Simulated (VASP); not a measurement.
# AlNi3 in VASP: notebook

AlNi3 is run at these levels: PBEsol; tasks: single point, relaxation of cell and atoms.

Everything below comes from runs of VASP 6.6.1. Logs are shortened: lines on timing, memory, paths and dates and some standing lists are left out, and cuts for length are marked.

## Step 1: The cell of the first run

Symmetry: Pm-3m, No. 221, cubic system. The conventional cell has a = 3.484 Å, b = 3.484 Å, c = 3.484 Å, α = 90.00°, β = 90.00°, γ = 90.00°. Within 3.3 Å of Al (site symmetry m-3m) lie 12 Ni at 2.46 Å. Within 3.3 Å of Ni (site symmetry 4/mmm) lie 4 Al at 2.46 Å and 8 Ni at 2.46 Å.

## Step 2: Single point, PBEsol, collinear spin, ferromagnetic start (10.57 Å³/atom)

Contents of INCAR:

```
SYSTEM = AlNi3
PREC = Accurate
ENCUT = 520
EDIFF = 1E-7
ISMEAR = 0
SIGMA = 0.1
LREAL = .False.
LASPH = .True.
NELM = 150
ALGO = Fast
ISIF = 2
LWAVE = .False.
LCHARG = .False.
ISPIN = 2
MAGMOM = 0 0.28 0.28 0.28
LORBIT = 11
LMAXMIX = 4
GGA = PS
NBANDS = 28
```

Contents of KPOINTS:

```
regular mesh
0
Gamma
  12 12 12
  0 0 0
```

Contents of POSCAR:

```
AlNi3
1.0
    3.4835435365      0.0000000000      0.0000000000
    0.0000000000      3.4835435365      0.0000000000
    0.0000000000      0.0000000000      3.4835435365
Al Ni
1 3
Direct
    0.0000000000      0.0000000000      0.0000000000
    0.0000000000      0.5000000000      0.5000000000
    0.5000000000      0.0000000000      0.5000000000
    0.5000000000      0.5000000000      0.0000000000
```

Potentials or basis: VASP PAW PBE potentials, release 64 (Al, Ni).

Started as:

```
$ cat potpaw_PBE.64/Al/POTCAR potpaw_PBE.64/Ni/POTCAR > POTCAR
$ mpirun -np 1 vasp_std > vasp.out
```

OUTCAR:

```text
SYSTEM = AlNi3
   PREC = Accurate
   ENCUT = 520
   EDIFF = 1E-7
   ISMEAR = 0
   LREAL = .False.
   LASPH = .True.
   NELM = 150
   ISIF = 2
   ISPIN = 2
   LORBIT = 11
   GGA = PS

 ion  position               nearest neighbor table
   1  0.000  0.000  0.000-   2 2.46   3 2.46   4 2.46   2 2.46   3 2.46   2 2.46   4 2.46   2 2.46
                             3 2.46   4 2.46   3 2.46   4 2.46
   2  0.000  0.500  0.500-   1 2.46   3 2.46   4 2.46   1 2.46   4 2.46   1 2.46   3 2.46   1 2.46
                             3 2.46   4 2.46   4 2.46   3 2.46
   3  0.500  0.000  0.500-   1 2.46   2 2.46   4 2.46   1 2.46   4 2.46   2 2.46   4 2.46   4 2.46
                             1 2.46   2 2.46   1 2.46   2 2.46
   4  0.500  0.500  0.000-   1 2.46   2 2.46   3 2.46   2 2.46   3 2.46   1 2.46   3 2.46   3 2.46
                             1 2.46   2 2.46   2 2.46   1 2.46

  LATTYP: Found a simple cubic cell.
 ALAT       =     3.4835435365

  Lattice vectors:

 A1 = (   3.4835435365,   0.0000000000,   0.0000000000)
 A2 = (   0.0000000000,   3.4835435365,   0.0000000000)
 A3 = (   0.0000000000,   0.0000000000,   3.4835435365)

Analysis of symmetry for initial positions (statically):
=====================================================================
 Subroutine PRICEL returns:
 Original cell was already a primitive cell.

 Routine SETGRP: Setting up the symmetry group for a
 simple cubic supercell.

 Subroutine GETGRP returns: Found 48 space group operations
 (whereof 48 operations were pure point group operations)
 out of a pool of 48 trial point group operations.

The static configuration has the point symmetry O_h .

Analysis of symmetry for dynamics (positions and initial velocities):
=====================================================================
 Subroutine PRICEL returns:
 Original cell was already a primitive cell.

 Routine SETGRP: Setting up the symmetry group for a
 simple cubic supercell.

 Subroutine GETGRP returns: Found 48 space group operations
 (whereof 48 operations were pure point group operations)
 out of a pool of 48 trial point group operations.

The dynamic configuration has the point symmetry O_h .

Analysis of structural, dynamic, and magnetic symmetry:
=====================================================================
 Subroutine PRICEL returns:
 Original cell was already a primitive cell.

 Routine SETGRP: Setting up the symmetry group for a
 simple cubic supercell.

 Subroutine GETGRP returns: Found 48 space group operations
 (whereof 48 operations were pure point group operations)
 out of a pool of 48 trial point group operations.

The overall configuration has the point symmetry O_h .

 Subroutine INISYM returns: Found 48 space group operations
 (whereof 48 operations are pure point group operations),
 and found     1 'primitive' translations

----------------------------------------------------------------------------------------

                                     Primitive cell

  volume of cell :      42.2731

  direct lattice vectors                    reciprocal lattice vectors
     3.483543537  0.000000000  0.000000000     0.287064017  0.000000000  0.000000000
     0.000000000  3.483543537  0.000000000     0.000000000  0.287064017  0.000000000
     0.000000000  0.000000000  3.483543537     0.000000000  0.000000000  0.287064017

  length of vectors
     3.483543537  3.483543537  3.483543537     0.287064017  0.287064017  0.287064017

  position of ions in fractional coordinates (direct lattice)
     0.000000000  0.000000000  0.000000000
     0.000000000  0.500000000  0.500000000
     0.500000000  0.000000000  0.500000000
     0.500000000  0.500000000  0.000000000

  ion indices of the primitive-cell ions
   primitive index   ion index
                 1           1
                 2           2
                 3           3
                 4           4

----------------------------------------------------------------------------------------

 KPOINTS: regular mesh

Automatic generation of k-mesh.
 Grid dimensions read from file:
 generate k-points for:   12   12   12

 Generating k-lattice:

  Cartesian coordinates                     Fractional coordinates (reciprocal lattice)
     0.023922001  0.000000000  0.000000000     0.083333333  0.000000000  0.000000000
     0.000000000  0.023922001  0.000000000     0.000000000  0.083333333  0.000000000
     0.000000000  0.000000000  0.023922001     0.000000000  0.000000000  0.083333333

  Length of vectors
     0.023922001  0.023922001  0.023922001

  Shift w.r.t. Gamma in fractional coordinates (k-lattice)
     0.000000000  0.000000000  0.000000000

 Subroutine IBZKPT returns following result:
 ===========================================

 Found     84 irreducible k-points:

 Following reciprocal coordinates:
            Coordinates               Weight
  0.000000  0.000000  0.000000      1.000000
  0.083333  0.000000  0.000000      6.000000
  0.166667  0.000000  0.000000      6.000000
  0.250000  0.000000  0.000000      6.000000
  0.333333  0.000000  0.000000      6.000000
  0.416667  0.000000  0.000000      6.000000
[... 16 lines left out ...]
  0.333333  0.333333  0.000000     12.000000
  0.416667  0.333333  0.000000     24.000000
 [... further k-points ...]
   k-points           NKPTS =     84   k-points in BZ     NKDIM =     84   number of bands    NBANDS=     28
   number of dos      NEDOS =    301   number of ions     NIONS =      4
   total plane-waves  NPLWV =  21952
   dimension x,y,z NGX =    28 NGY =   28 NGZ =   28
   dimension x,y,z NGXF=    56 NGYF=   56 NGZF=   56
   ions per type =               1   3
   NGX,Y,Z   is equivalent  to a cutoff of  13.36, 13.36, 13.36 a.u.
   NGXF,Y,Z  is equivalent  to a cutoff of  26.73, 26.73, 26.73 a.u.
 SYSTEM =  AlNi3
   PREC   = accura    normal or accurate (medium, high low for compatibility)
   ISTART =      0    job   : 0-new  1-cont  2-samecut
   ICHARG =      2    charge: 1-file 2-atom 10-const
   ISPIN  =      2    spin polarized calculation?
   LNONCOLLINEAR =      F non collinear calculations
   LSORBIT =      F    spin-orbit coupling
   LASPH  =      T    aspherical Exc in radial PAW
   ENCUT  =  520.0 eV  38.22 Ry    6.18 a.u.   6.48  6.48  6.48*2*pi/ulx,y,z
   NELM   =    150;   NELMIN=  2; NELMDL= -5     # of ELM steps
   EDIFF  = 0.1E-06   stopping-criterion for ELM
   LREAL  =      F    real-space projection
   EDIFFG = 0.1E-05   stopping-criterion for IOM
   NSW    =      0    number of steps for IOM
   IBRION =     -1    ionic relax: 0-MD 1-quasi-New 2-CG
   NFREE  =      0    steps in history (QN), initial steepest desc. (CG)
   ISIF   =      2    stress and relaxation
   ISYM   =      2    0-nonsym 1-usesym 2-fastsym
   POTIM  = 0.5000    time-step for ionic-motion
   TEBEG  =    0.0;   TEEND  =   0.0 temperature during run
   PSTRESS=    0.0 pullay stress
   NELECT =      33.0000    total number of electrons
   NUPDOWN=      -1.0000    fix difference up-down
   EMIN   =  10.00;   EMAX   =-10.00  energy-range for DOS
   EFERMI =   0.00;   METHOD = LEGACY
   ISMEAR =     0;   SIGMA  =   0.10  broadening in eV -4-tet -1-fermi 0-gaus
   EFERMI_NEDOS =   21; number of points for ismear=-14 and -15
   IALGO  =     68    algorithm
   IMIX   =      4    mixing-type and parameters
     AMIX     =   0.40;   BMIX     =  1.00
     AMIX_MAG =   1.60;   BMIX_MAG =  1.00
  volume/ion in A,a.u.               =      10.57        71.32
  Fermi-wavevector in a.u.,A,eV,Ry     =   1.507387  2.848549 30.915389  2.272217
  Thomas-Fermi vector in A             =   2.617980
   LORBIT       =     11    0 simple, 1 ext, 2 COOP (PROOUT), +10 PAW based schemes
   GGA     = PS    functional components
   LHFCALC =     F    Hartree Fock is set to
   AEXX    =    0.0000 exact exchange contribution
   IVDW    =     0    specifies the selected vdW correction
   LEPSILON=     F    determine dielectric tensor
   LRPA    =     F    only Hartree local field effects (RPA)
 spin polarized calculation
 RMM-DIIS sequential band-by-band and
 Gauss-broadening in eV      SIGMA  =   0.10
  energy-cutoff  :      520.00
  volume of cell :       42.27
 maximum number of plane-waves:      1157
 NGX is ok and might be reduce to    28
   NGX = 13   NGY = 13   NGZ = 13

 number of electron      32.9999974 magnetization       0.6301954

 Free energy of the ion-electron system (eV)
  ---------------------------------------------------
  ext. energy  EPLUGINS =         0.00000000
  ---------------------------------------------------
  free energy    TOTEN  =       -24.27340642 eV

  energy without entropy =      -24.25593215  energy(sigma->0) =      -24.26466928

 E-fermi :  10.2416     XC(G=0): -13.1896

 val. band max:       10.2270096160   @ k =   0.5000   0.0000   0.0000
 cond. band min:      10.2418714285   @ k =   0.4167   0.2500   0.1667
 fundamental gap:      0.0148618124
 Fermi energy:        10.2416417625

 spin component 1

 k-point     1 :       0.0000    0.0000    0.0000
  band No.  band energies     occupation
      1      -0.1696      1.00000
      2       5.5608      1.00000
      3       6.2726      1.00000
      4       6.2726      1.00000
      5       6.6649      1.00000
      6       6.6649      1.00000
[... 20 lines left out ...]
     27      24.7449      0.00000
     28      24.7450      0.00000

 k-point     2 :       0.0833    0.0000    0.0000
  band No.  band energies     occupation
      1      -0.0805      1.00000
      2       5.5913      1.00000
      3       6.2226      1.00000
      4       6.3305      1.00000
      5       6.6809      1.00000
      6       6.6809      1.00000
[... 20 lines left out ...]
     27      24.1526      0.00000
     28      24.3780      0.00000

 k-point     3 :       0.1667    0.0000    0.0000
  band No.  band energies     occupation
      1       0.1849      1.00000
      2       5.6303      1.00000
      3       6.0848      1.00000
      4       6.4976      1.00000
      5       6.7272      1.00000
      6       6.7272      1.00000
[... 616 lines left out ...]
      3       5.5897      1.00000
      4       6.8063      1.00000
      5       6.8430      1.00000
      6       7.1867      1.00000
[... 20 lines left out ...]
     27      24.5932      0.00000
     28      25.3598      0.00000

 k-point    24 :       0.4167    0.3333    0.0000
  band No.  band energies     occupation
      1       3.0963      1.00000
      2       4.8247      1.00000
      3       5.7883      1.00000
      4       6.8499      1.00000
      5       6.8879      1.00000
      6       7.3230      1.00000
[... 20 lines left out ...]
     27      24.1788      0.00000
     28      24.5708      0.00000

 [... further k-points ...]

 spin component 2

 k-point     1 :       0.0000    0.0000    0.0000
  band No.  band energies     occupation
      1      -0.1883      1.00000
      2       5.6424      1.00000
      3       6.4063      1.00000
      4       6.4063      1.00000
      5       6.9056      1.00000
      6       6.9056      1.00000
[... 20 lines left out ...]
     27      24.7498      0.00000
     28      24.7498      0.00000

 k-point     2 :       0.0833    0.0000    0.0000
  band No.  band energies     occupation
      1      -0.0991      1.00000
      2       5.6720      1.00000
      3       6.3498      1.00000
      4       6.4653      1.00000
      5       6.9188      1.00000
      6       6.9188      1.00000
[... 20 lines left out ...]
     27      24.1587      0.00000
     28      24.3872      0.00000

 k-point     3 :       0.1667    0.0000    0.0000
  band No.  band energies     occupation
      1       0.1662      1.00000
      2       5.7047      1.00000
      3       6.1951      1.00000
      4       6.6359      1.00000
      5       6.9564      1.00000
      6       6.9564      1.00000
[... 616 lines left out ...]
      3       5.6275      1.00000
      4       6.9022      1.00000
      5       7.0058      1.00000
      6       7.3947      1.00000
[... 20 lines left out ...]
     27      24.6439      0.00000
     28      25.3737      0.00000

 k-point    24 :       0.4167    0.3333    0.0000
  band No.  band energies     occupation
      1       3.0833      1.00000
      2       4.8446      1.00000
      3       5.8466      1.00000
      4       6.9317      1.00000
      5       7.0247      1.00000
      6       7.5556      1.00000
[... 20 lines left out ...]
     27      24.1645      0.00000
     28      24.5889      0.00000

 [... further k-points ...]

------------------------ aborting loop because EDIFF is reached ----------------------------------------

  FORCE on cell =-STRESS in cart. coord.  units (eV):
  Direction    XX          YY          ZZ          XY          YZ          ZX
  --------------------------------------------------------------------------------------
  -------------------------------------------------------------------------------------
  Total        1.7669983      1.7669983      1.7669983      0.0000000      0.0000000      0.0000000
  in kB       66.9704155     66.9704155     66.9704155      0.0000000      0.0000000      0.0000000
  external PRESSURE =      66.9704155 kB  Pullay stress =       0.0000000 kB

 VOLUME and BASIS-vectors are now :
 -----------------------------------------------------------------------------
  energy-cutoff  :      520.00
  volume of cell :       42.27
      direct lattice vectors                 reciprocal lattice vectors
     3.483543537  0.000000000  0.000000000     0.287064017  0.000000000  0.000000000
     0.000000000  3.483543537  0.000000000     0.000000000  0.287064017  0.000000000
     0.000000000  0.000000000  3.483543537     0.000000000  0.000000000  0.287064017

 POSITION                                       TOTAL-FORCE (eV/Angst)
 -----------------------------------------------------------------------------------
      0.00000      0.00000      0.00000         0.000000      0.000000      0.000000
      0.00000      1.74177      1.74177         0.000000      0.000000      0.000000
      1.74177      0.00000      1.74177         0.000000      0.000000      0.000000
      1.74177      1.74177      0.00000         0.000000      0.000000      0.000000
 -----------------------------------------------------------------------------------
    total drift:                                0.000000      0.000000      0.000000

  FREE ENERGIE OF THE ION-ELECTRON SYSTEM (eV)
  ---------------------------------------------------
  free  energy   TOTEN  =       -24.2734064202 eV

  energy  without entropy=      -24.2559321487  energy(sigma->0) =      -24.26466928

 total charge

# of ion       s       p       d       tot
------------------------------------------
    1        0.414   0.419   0.000   0.833
    2        0.526   0.582   8.415   9.523
    3        0.526   0.582   8.415   9.523
    4        0.526   0.582   8.415   9.523
--------------------------------------------------
tot          1.993   2.166  25.244  29.403

 magnetization (x)

# of ion       s       p       d       tot
------------------------------------------
    1       -0.001  -0.007   0.000  -0.008
    2       -0.003  -0.008   0.232   0.222
    3       -0.003  -0.008   0.232   0.222
    4       -0.003  -0.008   0.232   0.222
--------------------------------------------------
tot         -0.009  -0.032   0.697   0.657
```

It took 2.7 min on 1 thread of Intel Xeon Platinum 8488C (Sapphire Rapids), shared host; peak memory 0.27 GiB.

What came out:

```
Free energy                                           : -24.2734 eV
Pressure                                              : 6.7 GPa
Net moment                                            : 0.63 μB per cell
Site moments                                          : Al -0.01; Ni +0.22 μB
Valence electrons inside the program's atomic spheres : Al 0.83; Ni 9.52
```

Caveat: the cell stands under pressure; the PAW data sets were made with another functional, which shifts forces and pressure a little.

## Step 3: Single point, PBEsol, collinear spin, ferromagnetic start

This run uses another cell than the first one, of 10.90 Å³/atom.

Contents of INCAR:

```
SYSTEM = AlNi3
  PREC = Accurate
  ENCUT = 520
  EDIFF = 1E-6
  ISMEAR = 0
  SIGMA = 0.1
  LREAL = .FALSE.
  LASPH = .TRUE.
  NELM = 150
  ALGO = Normal
  ISIF = 2
  LWAVE = .FALSE.
  LCHARG = .TRUE.
  ISPIN = 2
  MAGMOM = 0 0.28 0.28 0.28
  LORBIT = 11
  LMAXMIX = 4
  GGA = PS
  LELF = .TRUE.
  LVHAR = .TRUE.
  NBANDS = 28
```

Contents of KPOINTS:

```
regular mesh
0
G
  12 12 12
  0 0 0
```

Contents of POSCAR:

```
AlNi3
1.0
    3.5190923544      0.0000000000      0.0000000000
    0.0000000000      3.5190923544      0.0000000000
    0.0000000000      0.0000000000      3.5190923544
Al Ni
1 3
Direct
    0.0000000000      0.0000000000      0.0000000000
    0.0000000000      0.5000000000      0.5000000000
    0.5000000000      0.0000000000      0.5000000000
    0.5000000000      0.5000000000      0.0000000000
```

Potentials or basis: VASP PAW PBE potentials, release 64 (Al, Ni).

Started as:

```
$ cat potpaw_PBE.64/Al/POTCAR potpaw_PBE.64/Ni/POTCAR > POTCAR
$ mpirun -np 1 vasp_std > vasp.out
```

It took 2.3 min on 1 thread of Intel Xeon Platinum 8488C (Sapphire Rapids), shared host; peak memory 0.27 GiB.

It converged, with:

```yaml
Free_energy: -24.3004 eV
Pressure: 0.1 GPa
Net_moment: 0.66 μB per cell
Site_moments: Al -0.01; Ni +0.23 μB
Valence_electrons_inside_the_program's_atomic_spheres: Al 0.81; Ni 9.46
```

Levels at points of the mesh, in eV from the Fermi level:
Spin up:
| k point | band 13 | band 14 | band 15 | band 16 | band 17 | band 18 | band 19 | band 20 | band 21 | band 22 |
| --- | --- | --- | --- | --- | --- | --- | --- | --- | --- | --- |
| (0.00, 0.00, 0.00) | -0.24 | -0.04 | -0.04 | -0.04 | 0.87 | 0.87 | 0.87 | 6.75 | 6.75 | 7.64 |
| (0.50, 0.00, 0.00) | -1.24 | -1.19 | -1.06 | -0.49 | -0.04 | 5.68 | 5.68 | 5.69 | 5.69 | 6.56 |
| (0.50, 0.50, 0.00) | -1.33 | -1.22 | -0.99 | -0.98 | -0.58 | 0.91 | 0.91 | 8.32 | 8.32 | 8.43 |
| (0.50, 0.50, 0.50) | -1.32 | -1.09 | -1.09 | -0.25 | -0.22 | -0.22 | -0.22 | 3.64 | 4.18 | 4.18 |
Spin down:
```csv
k point,band 14,band 15,band 16,band 17,band 18,band 19
"(0.00, 0.00, 0.00)",0.34,0.34,0.34,0.85,0.85,0.85
"(0.50, 0.00, 0.00)",-0.97,-0.85,-0.30,0.34,5.73,5.73
"(0.50, 0.50, 0.00)",-1.11,-0.80,-0.63,-0.45,1.17,1.17
"(0.50, 0.50, 0.50)",-0.91,-0.91,-0.26,0.10,0.10,0.10
```

Caveat: the PAW data sets were made with another functional, which shifts forces and pressure a little.

(Continued in part 2 of 2.)
